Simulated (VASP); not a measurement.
BN, 4 atoms in the cell. It takes space group Cm (No. 8, monoclinic). The conventional cell has a = 4.341 Å, b = 2.506 Å, c = 6.597 Å, α = 90.00°, β = 90.00°, γ = 90.00°. B (site symmetry m) has 3 N at 1.38 to 1.52 Å within 1.8 Å. Within 1.9 Å of B (site symmetry m) lie 3 N at 1.45 Å. N (site symmetry m) has 3 B at 1.45 Å within 1.9 Å. Within 1.8 Å of N (site symmetry m) lie 3 B at 1.38 to 1.52 Å.  This cell differs from its parent crystal: atom 1 (B) moved by -0.096 Å along [1 2 0] and -0.288 Å along [0 0 1].

| Item | Value |
| --- | --- |
| Program | VASP 6.6.1 |
| Task | single point |
| Functional | PBE |
| Dispersion | D3(BJ) |
| Potentials or basis | VASP PAW PBE potentials, release 64 (B, N) |
| Cutoff | 520 eV |
| k mesh | 12 × 12 × 4 |
| Occupations | gaussian, width 0.05 eV |
| Spin | no spin polarisation |
| Dipole correction | no |
| Further INCAR settings | ALGO = Normal; EDIFF = 1e-06; NBANDS = 16 |

Potentials or basis: VASP PAW PBE potentials, release 64 (B, N).

The run is started by

```bash
$ cat potpaw_PBE.64/B/POTCAR potpaw_PBE.64/N/POTCAR > POTCAR
$ mpirun -np 1 vasp_std > vasp.out
```

Hardware: 1 thread of Intel(R) Xeon(R) Platinum 8259CL CPU @ 2.50GHz (Skylake/Cascade Lake), with other jobs on the host.

Question: Estimate the wall time of this run.

Answer: Wall time 88 s on 1 thread of Intel(R) Xeon(R) Platinum 8259CL CPU @ 2.50GHz (Skylake/Cascade Lake) (shared host), peak memory 0.21 GiB. Counts: scf iterations 14, k points 164.
